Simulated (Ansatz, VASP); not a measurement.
**One calculation of Ta, two programs**

The input INCAR:

```
SYSTEM = Ta
ALGO = Normal
EDIFF = 1E-7
ENCUT = 520
GGA = PE
ISIF = 2
ISMEAR = 0
LASPH = .TRUE.
LCHARG = .TRUE.
LELF = .TRUE.
LREAL = .FALSE.
LVHAR = .TRUE.
LWAVE = .FALSE.
NBANDS = 12
NELM = 80
PREC = Accurate
SIGMA = 0.15
```

Contents of KPOINTS:

```
k-points
0
G
  18 18 18
  0 0 0
```

Contents of POSCAR:

```
Ta
1.0
   -1.6594835689      1.6594835689      1.8461754704
    1.6594835689     -1.6594835689      1.8461754704
    1.6594835689      1.6594835689     -1.8461754704
Ta
1
Direct
    0.0000000000      0.0000000000      0.0000000000
```

Input for Ansatz:

```yaml
crystal:
  lattice:
    - [-1.6594835689, 1.6594835689, 1.8461754704]
    - [1.6594835689, -1.6594835689, 1.8461754704]
    - [1.6594835689, 1.6594835689, -1.8461754704]
  atoms:
    - { symbol: Ta, position: [0.0, 0.0, 0.0] }
basis:
  ecutwfc: 420
kpoints:
  mp_grid: { grid: [18, 18, 18] }
hamiltonian:
  xc: pbe
  pseudopotentials: { kind: paw, azcp: { folder: soft_1 } }
scf:
  occupations: { method: gaussian, width: 0.15 }
output:
  forces: true
  stress: true
  eigenvalues: true
```

Change from the starting cell: normal strain along x +0.0000, normal strain along z +0.1125.

Alike in both runs: task single point; functional PBE; k mesh 18 × 18 × 18; occupations gaussian, width 0.15 eV; no spin polarisation.

|  | VASP | Ansatz |
| --- | --- | --- |
| version | VASP 6.6.1 | Ansatz 0.2.0 |
| potentials or method | VASP PAW PBE potentials, release 64 (Ta_pv), cutoff 520 eV | scalar-relativistic, plane waves, PAW |
| valence electrons in the cell | 11 | 13 |

```csv
,VASP,Ansatz,Ansatz less VASP
gap on the k mesh at the Fermi level (eV),none,none,-
pressure (GPa),-16.2,-16.1,+0.05
"traceless stress, the component that is largest in VASP (GPa)",-4.57,-4.56,+0.008
```

A gap of «none» marks a metal or a gap that the smearing closes. VASP's potentials hold 11 valence electrons a cell and Ansatz's 13, so a difference there can come from the potentials and not from the codes.

Spin-orbit coupling is off throughout.
